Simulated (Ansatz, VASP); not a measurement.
Two plane-wave programs on Al3SiNO

File INCAR:

```
PREC     = Accurate       # precision mode
ENCUT    = 600            # plane-wave cutoff, eV
EDIFF    = 1E-6           # SCF threshold, eV
ISMEAR   = 0              # smearing method
SIGMA    = 0.1            # smearing width, eV
LREAL    = F              # projectors in reciprocal space
LASPH    = T              # aspherical terms in the spheres
NELM     = 80             # most SCF steps
ALGO     = Normal         # electronic algorithm
ISIF     = 3              # what is computed and relaxed
LWAVE    = F              # write WAVECAR
LCHARG   = F              # write CHGCAR
GGA      = PE             # functional
IBRION   = 2              # ionic algorithm
NSW      = 90             # ionic steps
EDIFFG   = -0.04          # ionic threshold
```

File KPOINTS:

```
regular mesh
0
Gamma
  6 4 4
```

The input POSCAR:

```
Al3SiNO
1.0
    3.3586039354      0.0000000000      0.0000000000
    0.0000000000      5.0433560213      0.0000000000
   -0.1557786019      0.0000000000      5.2213978377
Al Si N O
3 1 1 1
Direct
    0.5340906687      0.0000000000      0.7653196386
    0.4659093313      0.0000000000      0.2346803614
    0.5000000000      0.5000000000      0.5000000000
    0.5000000000      0.5000000000      0.0000000000
    0.0000000000      0.0000000000      0.0000000000
    0.0000000000      0.5000000000      0.5000000000
```

Input for Ansatz:

```yaml
crystal:
  lattice:
    - [3.3586039354, 0.0, 0.0]
    - [0.0, 5.0433560213, 0.0]
    - [-0.1557786019, 0.0, 5.2213978377]
  atoms:
    - { symbol: Al, position: [0.5340906687, 0.0, 0.7653196386] }
    - { symbol: Al, position: [0.4659093313, 0.0, 0.2346803614] }
    - { symbol: Al, position: [0.5, 0.5, 0.5] }
    - { symbol: Si, position: [0.5, 0.5, 0.0] }
    - { symbol: "N", position: [0.0, 0.0, 0.0] }
    - { symbol: O, position: [0.0, 0.5, 0.5] }
basis:
  ecutwfc: 420
kpoints:
  mp_grid: { grid: [6, 4, 4] }
hamiltonian:
  xc: pbe
scf:
  occupations: { method: gaussian, width: 0.1 }
  lower_state_search: "off"
output:
  forces: true
  stress: true
  eigenvalues: true
relax:
  adjacent_minimum: "off"
  f_tol: 0.04
  max_steps: 70
  cell: { stress_tol: 0.4 }
```

Change from the starting cell: species swapped into the DyGaFeCo3 type (P2/m, No. 10).

Alike in both runs: task relaxation of cell and atoms; functional PBE; k mesh 6 × 4 × 4; occupations gaussian, width 0.1 eV; no spin polarisation.

```csv
,VASP,Ansatz
version,VASP 6.6.1,Ansatz 0.2.0
potentials or method,"VASP PAW PBE potentials, release 64 (Al, Si, N, O), cutoff 600 eV","scalar-relativistic, plane waves, PAW"
valence electrons in the cell,24,24
```

|  | VASP | Ansatz | Ansatz less VASP |
| --- | --- | --- | --- |
| gap on the k mesh at the Fermi level, each at its own relaxed structure (eV) | none | none | - |
| relaxed volume (Å³/atom) | 14.79 | 14.83 | +0.041 |
| relaxed cell length with the largest relative difference (Å) | 5.053 | 5.071 | +0.0181 |

A gap of «none» marks a metal or a gap that the smearing closes.
